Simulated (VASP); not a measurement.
Set up this calculation in VASP 6.6.1, as the native input.

```
Task                   : single point
Functional             : PBE
Potentials or basis    : VASP PAW PBE potentials, release 64 (Cr_pv)
Cutoff                 : 500 eV
k mesh                 : 20 × 20 × 20
Occupations            : gaussian, width 0.1 eV
Spin                   : no spin polarisation
Dipole correction      : no
Further INCAR settings : ALGO = Normal; EDIFF = 1e-06; NBANDS = 12
```

The structure of Cr lies in POSCAR:

```
Cr
1.0
   -1.4238877279      1.4238877279      1.4238877279
    1.4238877279     -1.4238877279      1.4238877279
    1.4238877279      1.4238877279     -1.4238877279
Cr
1
Direct
    0.0000000000      0.0000000000      0.0000000000
```

The input as run:

INCAR

```
SYSTEM = Cr
PREC = Accurate
ENCUT = 500
EDIFF = 1E-6
ISMEAR = 0
SIGMA = 0.1
LREAL = .FALSE.
LASPH = .TRUE.
NELM = 120
ALGO = Normal
ISIF = 2
LWAVE = .FALSE.
LCHARG = .TRUE.
GGA = PE
LELF = .TRUE.
LVHAR = .TRUE.
NBANDS = 12
GGA_COMPAT = .FALSE.
```

KPOINTS

```
Automatic mesh
0
G
  20 20 20
  0 0 0
```

Potentials or basis: VASP PAW PBE potentials, release 64 (Cr_pv).

The run is started by

```sh
$ cat potpaw_PBE.64/Cr_pv/POTCAR > POTCAR
$ mpirun -np 1 vasp_std > vasp.out
```

Results of the run:

```
Pressure               : -1.3 GPa
Band gap on the k mesh : zero (bands 6 and 7 overlap by 3.36 eV)
```

Caveat: an empty level that is flat over the whole mesh can mark a ghost state of the potentials, or a narrow d or f band; the run has no spin polarisation, though such a crystal can be magnetic.

It took 13 s on 1 thread of Intel(R) Xeon(R) 6975P-C (Granite Rapids), with other jobs on the host, peak memory 0.13 GiB.
